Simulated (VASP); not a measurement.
# GaCuSe2 (P4/mmm) in VASP: single point with PBEsol

Aim: the single point of GaCuSe2 with PBEsol.

All numbers are computed with VASP 6.6.1; they aren't measurements. Logs are shortened: lines on timing, memory, paths and dates and some standing lists are left out, and cuts for length are marked.

## (1) The cell of the first run

The structure is tetragonal, space group P4/mmm (No. 123). Conventional cell: a = 3.774 Å, b = 3.774 Å, c = 5.266 Å, α = 90.00°, β = 90.00°, γ = 90.00°. Ga (site symmetry 4/mmm) has 6 Se at 2.63 to 2.67 Å within 3.5 Å. Within 3.5 Å of Cu (site symmetry 4/mmm) lie 6 Se at 2.63 to 2.67 Å. Within 3.5 Å of Se (site symmetry 4/mmm) lie 2 Cu at 2.63 Å and 4 Ga at 2.67 Å. Se (site symmetry 4/mmm) has 2 Ga at 2.63 Å and 4 Cu at 2.67 Å within 3.5 Å.

## (2) Single point, PBEsol

INCAR

```
SYSTEM = GaCuSe2
PREC = Accurate ; ENCUT = 600
EDIFF = 1E-6 ; ISMEAR = -1
SIGMA = 0.01 ; LREAL = .False.
LASPH = .True. ; NELM = 120
ALGO = Normal ; ISIF = 2
LWAVE = .False. ; LCHARG = .False.
GGA = PS ; NBANDS = 26
GGA_COMPAT = .False.
```

KPOINTS

```
Automatic mesh
0
Gamma
  2 2 2
  0 0 0
```

POSCAR

```
GaCuSe2
1.0
    3.7744160000      0.0000000000      0.0000000000
    0.0000000000      3.7744160000      0.0000000000
    0.0000000000      0.0000000000      5.2658910000
Ga Cu Se
1 1 2
Direct
    0.5000000000      0.5000000000      0.5000000000
    0.0000000000      0.0000000000      0.0000000000
    0.0000000000      0.0000000000      0.5000000000
    0.5000000000      0.5000000000      0.0000000000
```

Potentials or basis: VASP PAW PBE potentials, release 64 (Ga_d, Cu, Se).

Started as:

```sh
cat potpaw_PBE.64/Ga_d/POTCAR potpaw_PBE.64/Cu/POTCAR potpaw_PBE.64/Se/POTCAR > POTCAR
mpirun -np 1 vasp_std > vasp.out
```

OUTCAR:

```text
SYSTEM = GaCuSe2
   PREC = Accurate
   ENCUT = 600
   EDIFF = 1E-6
   ISMEAR = -1
   LREAL = .False.
   LASPH = .True.
   NELM = 120
   ISIF = 2
   GGA = PS

 ion  position               nearest neighbor table
   1  0.500  0.500  0.500-   4 2.63   4 2.63   3 2.67   3 2.67   3 2.67   3 2.67
   2  0.000  0.000  0.000-   3 2.63   3 2.63   4 2.67   4 2.67   4 2.67   4 2.67
   3  0.000  0.000  0.500-   2 2.63   2 2.63   1 2.67   1 2.67   1 2.67   1 2.67
   4  0.500  0.500  0.000-   1 2.63   1 2.63   2 2.67   2 2.67   2 2.67   2 2.67

  LATTYP: Found a simple tetragonal cell.
 ALAT       =     3.7744160000
 C/A-ratio  =     1.3951538463

  Lattice vectors:

 A1 = (   3.7744160000,   0.0000000000,   0.0000000000)
 A2 = (   0.0000000000,   3.7744160000,   0.0000000000)
 A3 = (   0.0000000000,   0.0000000000,   5.2658910000)

Analysis of symmetry for initial positions (statically):
=====================================================================
 Subroutine PRICEL returns:
 Original cell was already a primitive cell.

 Routine SETGRP: Setting up the symmetry group for a
 simple tetragonal supercell.

 Subroutine GETGRP returns: Found 16 space group operations
 (whereof 16 operations were pure point group operations)
 out of a pool of 16 trial point group operations.

The static configuration has the point symmetry D_4h.

Analysis of symmetry for dynamics (positions and initial velocities):
=====================================================================
 Subroutine PRICEL returns:
 Original cell was already a primitive cell.

 Routine SETGRP: Setting up the symmetry group for a
 simple tetragonal supercell.

 Subroutine GETGRP returns: Found 16 space group operations
 (whereof 16 operations were pure point group operations)
 out of a pool of 16 trial point group operations.

The dynamic configuration has the point symmetry D_4h.

 Subroutine INISYM returns: Found 16 space group operations
 (whereof 16 operations are pure point group operations),
 and found     1 'primitive' translations

----------------------------------------------------------------------------------------

                                     Primitive cell

  volume of cell :      75.0190

  direct lattice vectors                    reciprocal lattice vectors
     3.774416000  0.000000000  0.000000000     0.264941649  0.000000000  0.000000000
     0.000000000  3.774416000  0.000000000     0.000000000  0.264941649  0.000000000
     0.000000000  0.000000000  5.265891000     0.000000000  0.000000000  0.189901386

  length of vectors
     3.774416000  3.774416000  5.265891000     0.264941649  0.264941649  0.189901386

  position of ions in fractional coordinates (direct lattice)
     0.500000000  0.500000000  0.500000000
     0.000000000  0.000000000  0.000000000
     0.000000000  0.000000000  0.500000000
     0.500000000  0.500000000  0.000000000

  ion indices of the primitive-cell ions
   primitive index   ion index
                 1           1
                 2           2
                 3           3
                 4           4

----------------------------------------------------------------------------------------

 KPOINTS: Automatic mesh

Automatic generation of k-mesh.
 Grid dimensions read from file:
 generate k-points for:    2    2    2

 Generating k-lattice:

  Cartesian coordinates                     Fractional coordinates (reciprocal lattice)
     0.132470825  0.000000000  0.000000000     0.500000000  0.000000000  0.000000000
     0.000000000  0.132470825  0.000000000     0.000000000  0.500000000  0.000000000
     0.000000000  0.000000000  0.094950693     0.000000000  0.000000000  0.500000000

  Length of vectors
     0.132470825  0.132470825  0.094950693

  Shift w.r.t. Gamma in fractional coordinates (k-lattice)
     0.000000000  0.000000000  0.000000000

 Subroutine IBZKPT returns following result:
 ===========================================

 Found      6 irreducible k-points:

 Following reciprocal coordinates:
            Coordinates               Weight
  0.000000  0.000000  0.000000      1.000000
  0.500000  0.000000  0.000000      2.000000
  0.500000  0.500000  0.000000      1.000000
  0.000000  0.000000  0.500000      1.000000
  0.500000  0.000000  0.500000      2.000000
  0.500000  0.500000  0.500000      1.000000
   k-points           NKPTS =      6   k-points in BZ     NKDIM =      6   number of bands    NBANDS=     26
   number of dos      NEDOS =    301   number of ions     NIONS =      4
   total plane-waves  NPLWV =  37800
   dimension x,y,z NGX =    30 NGY =   30 NGZ =   42
   dimension x,y,z NGXF=    60 NGYF=   60 NGZF=   84
   ions per type =               1   1   2
   NGX,Y,Z   is equivalent  to a cutoff of  13.21, 13.21, 13.26 a.u.
   NGXF,Y,Z  is equivalent  to a cutoff of  26.43, 26.43, 26.52 a.u.
 SYSTEM =  GaCuSe2
   PREC   = accura    normal or accurate (medium, high low for compatibility)
   ISTART =      0    job   : 0-new  1-cont  2-samecut
   ICHARG =      2    charge: 1-file 2-atom 10-const
   ISPIN  =      1    spin polarized calculation?
   LNONCOLLINEAR =      F non collinear calculations
   LSORBIT =      F    spin-orbit coupling
   LASPH  =      T    aspherical Exc in radial PAW
   ENCUT  =  600.0 eV  44.10 Ry    6.64 a.u.   7.54  7.54 10.52*2*pi/ulx,y,z
   NELM   =    120;   NELMIN=  2; NELMDL= -5     # of ELM steps
   EDIFF  = 0.1E-05   stopping-criterion for ELM
   LREAL  =      F    real-space projection
   EDIFFG = 0.1E-04   stopping-criterion for IOM
   NSW    =      0    number of steps for IOM
   IBRION =     -1    ionic relax: 0-MD 1-quasi-New 2-CG
   NFREE  =      0    steps in history (QN), initial steepest desc. (CG)
   ISIF   =      2    stress and relaxation
   ISYM   =      2    0-nonsym 1-usesym 2-fastsym
   POTIM  = 0.5000    time-step for ionic-motion
   TEBEG  =    0.0;   TEEND  =   0.0 temperature during run
   PSTRESS=    0.0 pullay stress
   NELECT =      36.0000    total number of electrons
   NUPDOWN=      -1.0000    fix difference up-down
   EMIN   =  10.00;   EMAX   =-10.00  energy-range for DOS
   EFERMI =   0.00;   METHOD = LEGACY
   ISMEAR =    -1;   SIGMA  =   0.01  broadening in eV -4-tet -1-fermi 0-gaus
   EFERMI_NEDOS =   21; number of points for ismear=-14 and -15
   IALGO  =     38    algorithm
   IMIX   =      4    mixing-type and parameters
     AMIX     =   0.40;   BMIX     =  1.00
     AMIX_MAG =   1.60;   BMIX_MAG =  1.00
  volume/ion in A,a.u.               =      18.75       126.56
  Fermi-wavevector in a.u.,A,eV,Ry     =   1.281697  2.422055 22.350915  1.642746
  Thomas-Fermi vector in A             =   2.414051
   LORBIT       =      0    0 simple, 1 ext, 2 COOP (PROOUT), +10 PAW based schemes
   GGA     = PS    functional components
   LHFCALC =     F    Hartree Fock is set to
   AEXX    =    0.0000 exact exchange contribution
   IVDW    =     0    specifies the selected vdW correction
   LEPSILON=     F    determine dielectric tensor
   LRPA    =     F    only Hartree local field effects (RPA)
 non-spin polarized calculation
  energy-cutoff  :      600.00
  volume of cell :       75.02
 maximum number of plane-waves:      2542
   NGX = 15   NGY = 15   NGZ = 21

 number of electron      36.0000018 magnetization

 Free energy of the ion-electron system (eV)
  ---------------------------------------------------
  ext. energy  EPLUGINS =         0.00000000
  ---------------------------------------------------
  free energy    TOTEN  =       -15.45578477 eV

  energy without entropy =      -15.45246315  energy(sigma->0) =      -15.45412396

 E-fermi :   5.6799     XC(G=0): -10.7913

 val. band max:        5.6691603327   @ k =   0.0000   0.0000   0.5000
 cond. band min:       5.6992098849   @ k =   0.5000   0.0000   0.5000
 fundamental gap:      0.0300495522
 Fermi energy:         5.6799345518

 k-point     1 :       0.0000    0.0000    0.0000
  band No.  band energies     occupation
      1     -10.1754      2.00000
      2      -9.9783      2.00000
      3      -9.9641      2.00000
      4      -9.9487      2.00000
      5      -9.9487      2.00000
      6      -9.4483      2.00000
      7      -7.2072      2.00000
      8      -0.6890      2.00000
      9       1.8893      2.00000
     10       1.9256      2.00000
     11       1.9256      2.00000
     12       2.4625      2.00000
     13       2.6510      2.00000
     14       2.7305      2.00000
     15       2.7305      2.00000
     16       2.8546      2.00000
     17       4.0831      2.00000
     18       4.3130      2.00000
     19       4.3130      2.00000
     20       6.4283      0.00000
     21       9.3039      0.00000
     22      13.0631      0.00000
     23      13.0631      0.00000
     24      13.1111      0.00000
     25      13.1111      0.00000
     26      13.5675      0.00000

 k-point     2 :       0.5000    0.0000    0.0000
  band No.  band energies     occupation
      1     -10.1077      2.00000
      2     -10.0012      2.00000
      3      -9.9655      2.00000
      4      -9.9527      2.00000
      5      -9.9471      2.00000
      6      -8.0898      2.00000
      7      -7.8305      2.00000
      8      -1.7683      2.00000
      9       0.0016      2.00000
     10       0.6014      2.00000
     11       1.6107      2.00000
     12       1.8762      2.00000
     13       2.7576      2.00000
     14       2.8259      2.00000
     15       3.1347      2.00000
     16       3.1570      2.00000
     17       3.7632      2.00000
     18       5.4192      2.00000
     19       6.9295      0.00000
     20       7.4720      0.00000
     21       8.8293      0.00000
     22      10.6507      0.00000
     23      11.4384      0.00000
     24      11.9439      0.00000
     25      12.2830      0.00000
     26      12.5215      0.00000

 k-point     3 :       0.5000    0.5000    0.0000
  band No.  band energies     occupation
      1     -10.2136      2.00000
      2     -10.0855      2.00000
      3      -9.9606      2.00000
      4      -9.9606      2.00000
      5      -9.9185      2.00000
      6      -7.4384      2.00000
      7      -7.1883      2.00000
      8      -0.7282      2.00000
      9      -0.7282      2.00000
     10       0.9284      2.00000
     11       1.4806      2.00000
     12       2.3396      2.00000
     13       2.3396      2.00000
     14       2.4858      2.00000
     15       2.5592      2.00000
     16       2.5592      2.00000
     17       2.7598      2.00000
     18       2.9485      2.00000
     19       3.0892      2.00000
     20       5.5816      1.99989
     21       9.5885      0.00000
     22       9.5885      0.00000
     23      14.5574      0.00000
     24      14.7370      0.00000
     25      14.7370      0.00000
     26      17.0374      0.00000

 k-point     4 :       0.0000    0.0000    0.5000
  band No.  band energies     occupation
      1     -10.1427      2.00000
      2      -9.9782      2.00000
      3      -9.9641      2.00000
      4      -9.9503      2.00000
      5      -9.9503      2.00000
      6      -8.6919      2.00000
      7      -8.3378      2.00000
      8      -0.0760      2.00000
      9       0.5965      2.00000
     10       1.9805      2.00000
     11       1.9805      2.00000
     12       2.4724      2.00000
     13       2.6518      2.00000
     14       3.3254      2.00000
     15       3.3254      2.00000
     16       3.4718      2.00000
     17       3.4718      2.00000
     18       3.6181      2.00000
     19       5.6692      1.49201
     20       7.4261      0.00000
     21       9.7469      0.00000
     22      11.0878      0.00000
     23      11.5709      0.00000
     24      12.3572      0.00000
     25      12.4857      0.00000
     26      12.4857      0.00000

 k-point     5 :       0.5000    0.0000    0.5000
  band No.  band energies     occupation
      1     -10.0347      2.00000
      2     -10.0012      2.00000
      3      -9.9689      2.00000
      4      -9.9487      2.00000
      5      -9.9476      2.00000
      6      -7.9917      2.00000
      7      -7.7787      2.00000
      8      -3.2164      2.00000
      9      -0.9738      2.00000
     10       1.5039      2.00000
     11       1.6623      2.00000
     12       2.5149      2.00000
     13       2.7275      2.00000
     14       2.9275      2.00000
     15       3.9817      2.00000
     16       4.1958      2.00000
     17       5.6992      0.25405
     18       5.8346      0.00000
     19       7.0349      0.00000
     20       7.4817      0.00000
     21       7.8123      0.00000
     22       8.9931      0.00000
     23       9.5337      0.00000
     24      10.2410      0.00000
     25      10.7725      0.00000
     26      12.7626      0.00000

 k-point     6 :       0.5000    0.5000    0.5000
  band No.  band energies     occupation
      1     -10.2091      2.00000
      2     -10.0115      2.00000
      3      -9.9630      2.00000
      4      -9.9630      2.00000
      5      -9.9185      2.00000
      6      -7.4638      2.00000
      7      -7.1112      2.00000
      8      -1.1865      2.00000
      9      -0.2436      2.00000
     10      -0.2436      2.00000
     11       0.8522      2.00000
     12       1.1177      2.00000
     13       1.1177      2.00000
     14       2.9030      2.00000
     15       2.9030      2.00000
     16       2.9488      2.00000
     17       3.0222      2.00000
     18       3.2219      2.00000
     19       6.3806      0.00000
     20       8.8852      0.00000
     21       9.3881      0.00000
     22      11.9065      0.00000
     23      12.5517      0.00000
     24      12.5517      0.00000
     25      12.8645      0.00000
     26      12.8645      0.00000

------------------------ aborting loop because EDIFF is reached ----------------------------------------

  FORCE on cell =-STRESS in cart. coord.  units (eV):
  Direction    XX          YY          ZZ          XY          YZ          ZX
  --------------------------------------------------------------------------------------
  -------------------------------------------------------------------------------------
  Total        0.8783677      0.8783677     -2.7349446      0.0000000      0.0000000     -0.0000000
  in kB       18.7592521     18.7592521    -58.4100683      0.0000000      0.0000000     -0.0000000
  external PRESSURE =      -6.9638547 kB  Pullay stress =       0.0000000 kB

 VOLUME and BASIS-vectors are now :
 -----------------------------------------------------------------------------
  energy-cutoff  :      600.00
  volume of cell :       75.02
      direct lattice vectors                 reciprocal lattice vectors
     3.774416000  0.000000000  0.000000000     0.264941649  0.000000000  0.000000000
     0.000000000  3.774416000  0.000000000     0.000000000  0.264941649  0.000000000
     0.000000000  0.000000000  5.265891000     0.000000000  0.000000000  0.189901386

 POSITION                                       TOTAL-FORCE (eV/Angst)
 -----------------------------------------------------------------------------------
      1.88721      1.88721      2.63295         0.000000      0.000000      0.000000
      0.00000      0.00000      0.00000         0.000000      0.000000      0.000000
      0.00000      0.00000      2.63295         0.000000      0.000000      0.000000
      1.88721      1.88721      0.00000         0.000000      0.000000      0.000000
 -----------------------------------------------------------------------------------
    total drift:                                0.000000      0.000000      0.000000

  FREE ENERGIE OF THE ION-ELECTRON SYSTEM (eV)
  ---------------------------------------------------
  free  energy   TOTEN  =       -15.4557847718 eV

  energy  without entropy=      -15.4524631463  energy(sigma->0) =      -15.45412396
```

It took 41 s on 1 thread of Intel Xeon 8259CL, shared host; peak memory 0.19 GiB.

Results:

```
Free energy            : -15.4558 eV
Pressure               : -0.7 GPa
Band gap on the k mesh : zero (bands 18 and 19 overlap by 2.75 eV)
```

Caveat: the k points lie up to 0.83 Å⁻¹ apart, too coarse for converged energies and pressures of a metal; the PAW data sets were made with another functional, which shifts forces and pressure a little.
